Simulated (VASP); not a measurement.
Al: single point with revPBE

Crystal: Al.

```
Al
1.0
    -3.27078    2.86617    1.35945
     2.86617   -3.27078    1.35945
     2.37728    2.37728   -2.10050
Al
2
Direct
  0.98955 0.01045 0.00000
  0.76045 0.23955 0.50000
```

This cell differs from its parent crystal: volume scaled by 0.96.

| Property | Result |
| --- | --- |
| Program | VASP 6.6.1 |
| Task | single point |
| Functional | revPBE |
| Potentials or basis | VASP PAW PBE potentials, release 64 (Al) |
| Cutoff | 520 eV |
| k mesh | 18 × 18 × 12 |
| Occupations | fermi-dirac, width 0.1 eV |
| Spin | no spin polarisation |

The pressure is 2.9 GPa, the largest force is 0.028 eV/Å and the band gap on the k mesh is zero (band 3 reaches 13.00 eV, above the bottom of band 4 at 3.58 eV).

Forces in eV/Å, atoms in the order of the input:
```
Al  -0.020  0.020  0.000
Al   0.020 -0.020  0.000
```

Levels at points of the mesh, in eV from the Fermi level:
```
           k point  band 1  band 2  band 3  band 4  band 5  band 6  band 7
(0.00, 0.00, 0.00)  -10.86   -3.55   -2.67    5.87    6.08    8.12    9.32
(0.50, 0.00, 0.00)   -2.13   -1.98   -0.81   -0.62    1.60    1.72    3.46
(0.50, 0.50, 0.00)   -9.35   -8.38    5.45    5.96    6.86    6.97    7.10
(0.00, 0.00, 0.50)   -6.40   -6.40    0.64    0.64    1.65    1.65   11.96
(0.50, 0.00, 0.50)   -5.97   -5.48   -2.45   -1.09    5.21    5.90    9.99
(0.50, 0.50, 0.50)   -4.95   -4.95   -3.98   -3.98    9.33    9.33    9.98
```

Run time: 3.3 min on 1 thread of Intel(R) Xeon(R) 6975P-C (Granite Rapids), on a shared host, peak memory 0.41 GiB.

Caveat: the PAW data sets were made with another functional, which shifts forces and pressure a little.
